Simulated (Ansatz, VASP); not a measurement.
**Two plane-wave programs on Ge**

```
CELL_PARAMETERS angstrom
3.70400 0.00000 0.00000
-1.85200 3.20776 0.00000
0.00000 0.00000 28.00000
ATOMIC_POSITIONS crystal
Ge 0.33333 0.66667 0.51786
Ge 0.66667 0.33333 0.48214
```

Alike in both runs: task single point; functional LDA; k mesh 12 × 12 × 1; occupations gaussian, width 0.1 eV; no spin polarisation.

|  | VASP | Ansatz |
| --- | --- | --- |
| version | VASP 6.6.1 | Ansatz 0.2.0 |
| potentials or method | VASP PAW LDA potentials, release 64 (Ge_d), cutoff 520 eV | scalar-relativistic, plane waves, PAW |
| valence electrons in the cell | 28 | 28 |

|  | VASP | Ansatz | Ansatz less VASP |
| --- | --- | --- | --- |
| gap on the k mesh at the Fermi level (eV) | none | none | - |
| rms of the force components (eV/Å) | 0.374 | 0.386 | +0.0126 |

Ansatz warns that its potentials were made for another functional, while VASP's fit it. LDA's correlation is that of Perdew and Zunger in VASP and of Perdew and Wang (1992) in Ansatz. Atom by atom the forces differ by 0.013 eV/Å (rms over components). A gap of «none» marks a metal or a gap that the smearing closes.
